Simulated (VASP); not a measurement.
A run of VASP 6.6.1 is set up as follows.

File INCAR:

```
PREC = Accurate
ENCUT = 520
EDIFF = 1E-7
ISMEAR = -1
SIGMA = 0.05
LREAL = F
LASPH = T
NELM = 80
ALGO = Normal
ISIF = 2
LWAVE = F
LCHARG = F
GGA = PE
NBANDS = 28
```

File KPOINTS:

```
Automatic mesh
0
Gamma
  9 9 9
```

The input POSCAR:

```
BaTiO3
1.0
    2.7428381128      1.5835783227      2.3177316080
   -2.7428381128      1.5835783227      2.3177316080
    0.0000000000     -3.1671566455      2.3177316080
Ba Ti O
1 1 3
Direct
    0.0000000000      0.0000000000      0.0000000000
    0.5140000000      0.5140000000      0.5140000000
    0.4916000000      0.4916000000      0.9815000000
    0.4916000000      0.9815000000      0.4916000000
    0.9815000000      0.4916000000      0.4916000000
```

Potentials or basis: VASP PAW PBE potentials, release 64 (Ba_sv, Ti_sv, O).

Launch:

```sh
$ cat potpaw_PBE.64/Ba_sv/POTCAR potpaw_PBE.64/Ti_sv/POTCAR potpaw_PBE.64/O/POTCAR > POTCAR
$ mpirun -np 1 vasp_std > vasp.out
```

Q: Estimate the pressure.

A: 20.0 GPa.

Q: Estimate the band gap on the k mesh.

A: 2.51 eV, indirect (least direct gap 2.75 eV).

Q: Estimate the largest force.

A: 0.774 eV/Å.

Forces in eV/Å, atoms in the order of the input:
```
Ba   0.000  0.000  0.057
Ti   0.000  0.000 -0.774
O    0.000 -0.723  0.239
O   -0.626  0.361  0.239
O    0.626  0.361  0.239
```

Caveat: the cell differs from its parent crystal (equal xx and yy strain of -3 %); spin-orbit coupling is left out, which moves the levels of the heavy elements. A k mesh can miss the band edges.
